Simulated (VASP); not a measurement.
Write the native input for VASP 6.6.1 that does the following.

- Task: single point
- Functional: PBE
- Dispersion: D3(BJ)
- Potentials or basis: VASP PAW PBE potentials, release 64 (Se)
- Cutoff: 520 eV
- k mesh: 12 × 12 × 8
- Occupations: gaussian, width 0.05 eV
- Spin: no spin polarisation
- Dipole correction: no
- Further INCAR settings: ALGO = Normal; EDIFF = 1e-06; NBANDS = 16

The structure of Se lies in POSCAR:

```
Se
1.0
    3.9566332477      0.0000000000      0.0000000000
   -1.9783166239      3.4265449060      0.0000000000
    0.0000000000      0.0000000000      4.9871726754
Se
3
Direct
    0.2473450684      0.0000000000      0.3333333333
    0.0000000000      0.2473450684      0.6666666667
    0.7526549316      0.7526549316      0.0000000000
```

This cell differs from its parent crystal: volume 22.538 Å^3 an atom, c/a of the conventional cell 1.2605.

The input as run:

INCAR

```
SYSTEM = Se
PREC = Accurate
ENCUT = 520
EDIFF = 1E-6
ISMEAR = 0
SIGMA = 0.05
LREAL = .FALSE.
LASPH = .TRUE.
NELM = 100
ALGO = Normal
ISIF = 2
LWAVE = .FALSE.
LCHARG = .FALSE.
GGA = PE
IVDW = 12
NBANDS = 16
```

KPOINTS

```
Automatic mesh
0
G
  12 12 8
  0 0 0
```

Potentials or basis: VASP PAW PBE potentials, release 64 (Se).

The run is started by

```console
$ cat potpaw_PBE.64/Se/POTCAR > POTCAR
$ mpirun -np 1 vasp_std > vasp.out
```

It gave:

```yaml
Pressure: 6.7 GPa
Largest_force: 0.695 eV/Å
Band_gap_on_the_k_mesh: 0.54 eV, indirect (least direct gap 0.57 eV)
Dispersion_energy_per_atom: -0.389 eV
```

It took 47 s on 1 thread of Intel(R) Xeon(R) 6975P-C (Granite Rapids) (shared host), peak memory 0.25 GiB.
